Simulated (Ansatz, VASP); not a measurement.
## Al3BAs4: VASP beside Ansatz

```
Al B As
1.0
     3.75755    0.00000    0.00000
     0.00000    3.75755    0.00000
     0.00000    0.00000   10.62795
Al B As
3 1 4
Cartesian
  0.0000 0.0000 7.9710
  1.8788 1.8788 0.0000
  0.0000 0.0000 2.6570
  1.8788 1.8788 5.3140
  1.8788 0.0000 9.2995
  0.0000 1.8788 1.3285
  1.8788 0.0000 3.9855
  0.0000 1.8788 6.6425
```

Alike in both runs: task relaxation of cell and atoms; functional PBE; k mesh 4 × 4 × 2; occupations gaussian, width 0.1 eV; no spin polarisation.

```csv
,VASP,Ansatz
version,VASP 6.6.1,Ansatz 0.2.0
potentials or method,"VASP PAW PBE potentials, release 64 (Al, B, As), cutoff 600 eV","scalar-relativistic, plane waves, PAW"
valence electrons in the cell,32,72
```

Ansatz gave:

```
gap on the k mesh at the Fermi level, each at its own relaxed structure (eV) : 0.86
relaxed volume (Å³/atom)                                                     : 21.01
relaxed cell length with the largest relative difference (Å)                 : 11.158
```

Problem. Which values does VASP return?

Solution. gap on the k mesh at the Fermi level, each at its own relaxed structure (eV): 0.84; relaxed volume (Å³/atom): 21.08; relaxed cell length with the largest relative difference (Å): 11.172.

VASP's potentials hold 32 valence electrons a cell and Ansatz's 72, so a difference there can come from the potentials and not from the codes.
